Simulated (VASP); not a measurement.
The system is FeO (Wuestite).

```
CELL_PARAMETERS angstrom
1.54861 0.89409 2.56899
-1.54861 0.89409 2.56899
0.00000 -1.78818 2.56899
ATOMIC_POSITIONS crystal
Fe 0.00000 0.00000 0.00000
O 0.50000 0.50000 0.50000
```

Base run:

| Property | Result |
| --- | --- |
| Program | VASP 6.6.1 |
| Functional | LDA |
| Potentials or basis | VASP PAW LDA potentials, release 64 (Fe, O) |
| Cutoff | 520 eV |
| k mesh | 9 × 9 × 9 |
| Occupations | fermi-dirac, width 0.05 eV |
| Spin | collinear spin, ferromagnetic start |
| Starting moments | [3.0, 0.0] μB |

Its results: band gap on the k mesh zero (filled and empty bands overlap); pressure -24.1 GPa; net moment 4.00 μB per cell; site moments Fe +3.58; O +0.31 μB.

Question: The run is repeated on the same cell with these changes: potentials or basis from VASP PAW LDA potentials, release 64 (Fe, O) to VASP PAW LDA potentials, release 64 (Fe_sv, O); cutoff from 520 eV to 600 eV; further incar settings from ALGO = Normal; EDIFF = 1e-06; NBANDS = 18 to ALGO = Normal; EDIFF = 1e-06; NBANDS = 22; valence electrons from 14 to 22. What comes out?

Answer: Band gap on the k mesh zero (filled and empty bands overlap); pressure -26.0 GPa; net moment 4.00 μB per cell; site moments Fe +3.44; O +0.30 μB.

Caveats: a cell with one magnetic atom can't hold antiferromagnetic order, which such compounds often take; semilocal functionals often make such compounds metallic where correlation or magnetic order opens a gap, which also shifts bond lengths.
